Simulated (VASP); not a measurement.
# Zn3CdTe4 (P3m1) in VASP: relaxation of shape and atoms at fixed volume with PBE

Aim: the relaxation of shape and atoms at fixed volume of Zn3CdTe4 with PBE.

All numbers are computed with VASP 6.6.1; they aren't measurements. Logs are shortened: lines on timing, memory, paths and dates and some standing lists are left out, and cuts for length are marked.

## Step 1: The cell of the first run

The structure is trigonal, space group P3m1 (No. 156). Conventional cell: a = 4.580 Å, b = 4.580 Å, c = 15.090 Å, α = 90.00°, β = 90.00°, γ = 120.00°. Zn (site symmetry 3m) has 4 Te at 2.77 to 2.79 Å within 3.6 Å. Within 3.6 Å of Zn (site symmetry 3m) lie 4 Te at 2.77 to 2.79 Å. Within 3.6 Å of Zn (site symmetry 3m) lie 4 Te at 2.76 to 2.79 Å. Within 3.8 Å of Cd (site symmetry 3m) lie 4 Te at 2.89 to 2.95 Å. Te (site symmetry 3m) has 3 Zn at 2.79 Å and 1 Cd at 2.95 Å within 3.7 Å. Within 3.6 Å of Te (site symmetry 3m) lie 4 Zn at 2.77 to 2.79 Å. Te (site symmetry 3m) has 4 Zn at 2.77 to 2.79 Å within 3.6 Å. Within 3.6 Å of Te (site symmetry 3m) lie 1 Zn at 2.76 Å and 3 Cd at 2.89 Å.

## Step 2: Relaxation of shape and atoms at fixed volume, PBE (34.26 Å³/atom)

Contents of INCAR:

```
ALGO = Normal
EDIFF = 1E-6
EDIFFG = -0.01
ENCUT = 600
GGA = PE
IBRION = 2
ISIF = 4
ISMEAR = 0
LASPH = T
LCHARG = F
LREAL = F
LWAVE = F
NELM = 60
NSW = 50
PREC = Accurate
SIGMA = 0.02
```

Contents of KPOINTS:

```
k-points
0
Gamma
  6 6 2
```

Contents of POSCAR:

```
Zn3CdTe4
1.0
    4.5797532270      0.0000000000      0.0000000000
   -2.2898766135      3.9661826377      0.0000000000
    0.0000000000      0.0000000000     15.0903661411
Zn Cd Te
3 1 4
Direct
    0.3333333333      0.6666666667      0.5002357310
    0.6666666667      0.3333333333      0.2570802643
    0.6666666667      0.3333333333      0.7429000295
    0.3333333333      0.6666666667      0.0023067156
    0.3333333333      0.6666666667      0.1975018931
    0.3333333333      0.6666666667      0.6836365038
    0.6666666667      0.3333333333      0.4405257972
    0.6666666667      0.3333333333      0.9258130656
```

Potentials or basis: VASP PAW PBE potentials, release 64 (Zn, Cd, Te).

The run is started by

```bash
$ cat potpaw_PBE.64/Zn/POTCAR potpaw_PBE.64/Cd/POTCAR potpaw_PBE.64/Te/POTCAR > POTCAR
$ mpirun -np 1 vasp_std > vasp.out
```

OUTCAR:

```text
EDIFF = 1E-6
   EDIFFG = -0.01
   ENCUT = 600
   GGA = PE
   IBRION = 2
   ISIF = 4
   ISMEAR = 0
   LASPH = T
   LREAL = F
   NELM = 60
   NSW = 50
   PREC = Accurate

 ion  position               nearest neighbor table
   1  0.333  0.667  0.500-   6 2.77   7 2.79   7 2.79   7 2.79
   2  0.667  0.333  0.257-   7 2.77   5 2.79   5 2.79   5 2.79
   3  0.667  0.333  0.743-   8 2.76   6 2.79   6 2.79   6 2.79
   4  0.333  0.667  0.002-   8 2.89   8 2.89   8 2.89   5 2.95
   5  0.333  0.667  0.198-   2 2.79   2 2.79   2 2.79   4 2.95
   6  0.333  0.667  0.684-   1 2.77   3 2.79   3 2.79   3 2.79
   7  0.667  0.333  0.441-   2 2.77   1 2.79   1 2.79   1 2.79
   8  0.667  0.333  0.926-   3 2.76   4 2.89   4 2.89   4 2.89

  LATTYP: Found a hexagonal cell.
 ALAT       =     4.5797532270
 C/A-ratio  =     3.2950173062

  Lattice vectors:

 A1 = (   4.5797532270,   0.0000000000,   0.0000000000)
 A2 = (  -2.2898766135,   3.9661826377,   0.0000000000)
 A3 = (   0.0000000000,   0.0000000000,  15.0903661411)

Analysis of symmetry for initial positions (statically):
=====================================================================
 Subroutine PRICEL returns:
 Original cell was already a primitive cell.

 Routine SETGRP: Setting up the symmetry group for a
 hexagonal supercell.

 Subroutine GETGRP returns: Found  6 space group operations
 (whereof  6 operations were pure point group operations)
 out of a pool of 24 trial point group operations.

The static configuration has the point symmetry C_3v.

Analysis of symmetry for dynamics (positions and initial velocities):
=====================================================================
 Subroutine PRICEL returns:
 Original cell was already a primitive cell.

 Routine SETGRP: Setting up the symmetry group for a
 hexagonal supercell.

 Subroutine GETGRP returns: Found  6 space group operations
 (whereof  6 operations were pure point group operations)
 out of a pool of 24 trial point group operations.

The dynamic configuration has the point symmetry C_3v.

 Subroutine INISYM returns: Found  6 space group operations
 (whereof  6 operations are pure point group operations),
 and found     1 'primitive' translations

----------------------------------------------------------------------------------------

                                     Primitive cell

  volume of cell :     274.1035

  direct lattice vectors                    reciprocal lattice vectors
     4.579753227  0.000000000  0.000000000     0.218352376  0.126065803  0.000000000
    -2.289876614  3.966182638  0.000000000     0.000000000  0.252131606  0.000000000
     0.000000000  0.000000000 15.090366141     0.000000000  0.000000000  0.066267444

  length of vectors
     4.579753227  4.579753227 15.090366141     0.252131606  0.252131606  0.066267444

  position of ions in fractional coordinates (direct lattice)
     0.333333333  0.666666667  0.500235731
     0.666666667  0.333333333  0.257080264
     0.666666667  0.333333333  0.742900029
     0.333333333  0.666666667  0.002306716
     0.333333333  0.666666667  0.197501893
     0.333333333  0.666666667  0.683636504
     0.666666667  0.333333333  0.440525797
     0.666666667  0.333333333  0.925813066

  ion indices of the primitive-cell ions
   primitive index   ion index
                 1           1
                 2           2
                 3           3
                 4           4
                 5           5
                 6           6
                 7           7
                 8           8

----------------------------------------------------------------------------------------

 KPOINTS: k-points

Automatic generation of k-mesh.
 Grid dimensions read from file:
 generate k-points for:    6    6    2

 Generating k-lattice:

  Cartesian coordinates                     Fractional coordinates (reciprocal lattice)
     0.036392063  0.021010967  0.000000000     0.166666667  0.000000000  0.000000000
     0.000000000  0.042021934  0.000000000     0.000000000  0.166666667  0.000000000
     0.000000000  0.000000000  0.033133722     0.000000000  0.000000000  0.500000000

  Length of vectors
     0.042021934  0.042021934  0.033133722

  Shift w.r.t. Gamma in fractional coordinates (k-lattice)
     0.000000000  0.000000000  0.000000000

 Subroutine IBZKPT returns following result:
 ===========================================

 Found     14 irreducible k-points:

 Following reciprocal coordinates:
            Coordinates               Weight
  0.000000  0.000000  0.000000      1.000000
  0.166667  0.000000  0.000000      6.000000
  0.333333  0.000000  0.000000      6.000000
  0.500000  0.000000  0.000000      3.000000
  0.166667  0.166667  0.000000      6.000000
  0.333333  0.166667  0.000000     12.000000
  0.333333  0.333333  0.000000      2.000000
  0.000000  0.000000  0.500000      1.000000
  0.166667  0.000000  0.500000      6.000000
  0.333333  0.000000  0.500000      6.000000
  0.500000  0.000000  0.500000      3.000000
  0.166667  0.166667  0.500000      6.000000
  0.333333  0.166667  0.500000     12.000000
  0.333333  0.333333  0.500000      2.000000
   k-points           NKPTS =     14   k-points in BZ     NKDIM =     14   number of bands    NBANDS=     43
   number of dos      NEDOS =    301   number of ions     NIONS =      8
   total plane-waves  NPLWV = 201600
   dimension x,y,z NGX =    40 NGY =   40 NGZ =  126
   dimension x,y,z NGXF=    80 NGYF=   80 NGZF=  252
   ions per type =               3   1   4
   NGX,Y,Z   is equivalent  to a cutoff of  14.52, 14.52, 13.88 a.u.
   NGXF,Y,Z  is equivalent  to a cutoff of  29.04, 29.04, 27.76 a.u.
 SYSTEM =  unknown system
   PREC   = accura    normal or accurate (medium, high low for compatibility)
   ISTART =      0    job   : 0-new  1-cont  2-samecut
   ICHARG =      2    charge: 1-file 2-atom 10-const
   ISPIN  =      1    spin polarized calculation?
   LNONCOLLINEAR =      F non collinear calculations
   LSORBIT =      F    spin-orbit coupling
   LASPH  =      T    aspherical Exc in radial PAW
   ENCUT  =  600.0 eV  44.10 Ry    6.64 a.u.   9.15  9.15 30.14*2*pi/ulx,y,z
   NELM   =     60;   NELMIN=  2; NELMDL= -5     # of ELM steps
   EDIFF  = 0.1E-05   stopping-criterion for ELM
   LREAL  =      F    real-space projection
   EDIFFG = -.1E-01   stopping-criterion for IOM
   NSW    =     50    number of steps for IOM
   IBRION =      2    ionic relax: 0-MD 1-quasi-New 2-CG
   NFREE  =      1    steps in history (QN), initial steepest desc. (CG)
   ISIF   =      4    stress and relaxation
   ISYM   =      2    0-nonsym 1-usesym 2-fastsym
   POTIM  = 0.5000    time-step for ionic-motion
   TEBEG  =    0.0;   TEEND  =   0.0 temperature during run
   PSTRESS=    0.0 pullay stress
   NELECT =      72.0000    total number of electrons
   NUPDOWN=      -1.0000    fix difference up-down
   EMIN   =  10.00;   EMAX   =-10.00  energy-range for DOS
   EFERMI =   0.00;   METHOD = LEGACY
   ISMEAR =     0;   SIGMA  =   0.02  broadening in eV -4-tet -1-fermi 0-gaus
   EFERMI_NEDOS =   21; number of points for ismear=-14 and -15
   IALGO  =     38    algorithm
   IMIX   =      4    mixing-type and parameters
     AMIX     =   0.40;   BMIX     =  1.00
     AMIX_MAG =   1.60;   BMIX_MAG =  1.00
  volume/ion in A,a.u.               =      34.26       231.22
  Fermi-wavevector in a.u.,A,eV,Ry     =   1.048449  1.981282 14.956152  1.099246
  Thomas-Fermi vector in A             =   2.183371
   LORBIT       =      0    0 simple, 1 ext, 2 COOP (PROOUT), +10 PAW based schemes
   GGA     = PE    functional components
   LHFCALC =     F    Hartree Fock is set to
   AEXX    =    0.0000 exact exchange contribution
   IVDW    =     0    specifies the selected vdW correction
   LEPSILON=     F    determine dielectric tensor
   LRPA    =     F    only Hartree local field effects (RPA)
 conjugate gradient relaxation of ions
 non-spin polarized calculation
 Gauss-broadening in eV      SIGMA  =   0.02
  energy-cutoff  :      600.00
  volume of cell :      274.10
 maximum number of plane-waves:      9194
 NGX is ok and might be reduce to    40
   NGX = 19   NGY = 19   NGZ = 61

--------------------------------------- Ionic step        1  -------------------------------------------

 number of electron      71.9999990 magnetization

 Free energy of the ion-electron system (eV)
  ---------------------------------------------------
  ext. energy  EPLUGINS =         0.00000000
  ---------------------------------------------------
  free energy    TOTEN  =       -19.95398996 eV

  energy without entropy =      -19.95398996  energy(sigma->0) =      -19.95398996

------------------------ aborting loop because EDIFF is reached ----------------------------------------

  FORCE on cell =-STRESS in cart. coord.  units (eV):
  Direction    XX          YY          ZZ          XY          YZ          ZX
  --------------------------------------------------------------------------------------
  -------------------------------------------------------------------------------------
  Total       -5.1792340     -5.1792340     -5.2649647     -0.0000000      0.0000000      0.0000000
  in kB      -30.2734249    -30.2734249    -30.7745335     -0.0000000      0.0000000      0.0000000
  external PRESSURE =     -30.4404611 kB  Pullay stress =       0.0000000 kB
[... 237 lines left out ...]
  energy  without entropy=      -19.9542843197  energy(sigma->0) =      -19.95428432

--------------------------------------- Ionic step        7  -------------------------------------------

 number of electron      71.9999991 magnetization

 Free energy of the ion-electron system (eV)
  ---------------------------------------------------
  ext. energy  EPLUGINS =         0.00000000
  ---------------------------------------------------
  free energy    TOTEN  =       -19.95428479 eV

  energy without entropy =      -19.95428479  energy(sigma->0) =      -19.95428479

 E-fermi :   1.9279     XC(G=0):  -8.2395

 val. band max:        1.8151626794   @ k =   0.0000   0.0000   0.0000
 cond. band min:       2.2685012319   @ k =   0.0000   0.0000   0.0000
 fundamental gap:      0.4533385526
 Fermi energy:         1.9278534943

 k-point     1 :       0.0000    0.0000    0.0000
  band No.  band energies     occupation
      1      -9.1417      2.00000
      2      -8.9088      2.00000
      3      -8.7870      2.00000
      4      -8.5602      2.00000
      5      -6.2014      2.00000
      6      -6.2014      2.00000
[... 668 lines left out ...]
  FREE ENERGIE OF THE ION-ELECTRON SYSTEM (eV)
  ---------------------------------------------------
  free  energy   TOTEN  =       -19.9542847862 eV

  energy  without entropy=      -19.9542847862  energy(sigma->0) =      -19.95428479

 reached required accuracy - stopping structural energy minimisation
```

It took 8 min on 1 thread of AMD EPYC 9R45 (Zen 5), shared host; peak memory 0.58 GiB.

What came out:

- Free energy: -19.9543 eV
- Energy gained by relaxing: 0.0 meV/atom
- Ionic steps: 7
- Pressure after relaxing: -3.0 GPa
- Largest force after relaxing: 0.010 eV/Å
- Band gap on the k mesh: 0.45 eV

Forces in eV/Å, atoms in the order of the input:
```
Zn   0.000  0.000 -0.008
Zn   0.000  0.000 -0.004
Zn   0.000  0.000  0.007
Cd   0.000  0.000 -0.009
Te   0.000  0.000 -0.006
Te   0.000  0.000  0.010
Te   0.000  0.000  0.009
Te   0.000  0.000  0.002
```

Step by step:
| step | energy change (eV) | largest force (eV/Å) | pressure (GPa) | volume (Å³) |
| --- | --- | --- | --- | --- |
| 1 | 0.0000 | 0.0459 | -3.04 | 274.10 |
| 2 | -0.0002 | 0.0333 | -3.04 | 274.10 |
| 3 | -0.0003 | 0.0112 | -3.03 | 274.10 |
| 4 | -0.0003 | 0.0107 | -3.03 | 274.10 |
| 5 | -0.0003 | 0.0206 | -3.04 | 274.10 |
| 6 | -0.0003 | 0.0107 | -3.03 | 274.10 |
| 7 | -0.0003 | 0.0097 | -3.03 | 274.10 |

Final structure:
```xyz
8
Lattice="4.5820 0.0000 0.0000 -2.2910 3.9681 0.0000 0.0000 0.0000 15.0758" Properties=species:S:1:pos:R:3 pbc="T T T"
Zn    0.0000    2.6454    7.5429
Zn    2.2910    1.3227    3.8772
Zn    2.2910    1.3227   11.2012
Cd    0.0000    2.6454    0.0286
Te    0.0000    2.6454    2.9780
Te    0.0000    2.6454   10.3048
Te    2.2910    1.3227    6.6398
Te    2.2910    1.3227   13.9617
```

Caveat: semilocal functionals underestimate gaps, and a narrow one can read as zero; spin-orbit coupling is left out, which moves the levels of the heavy elements.
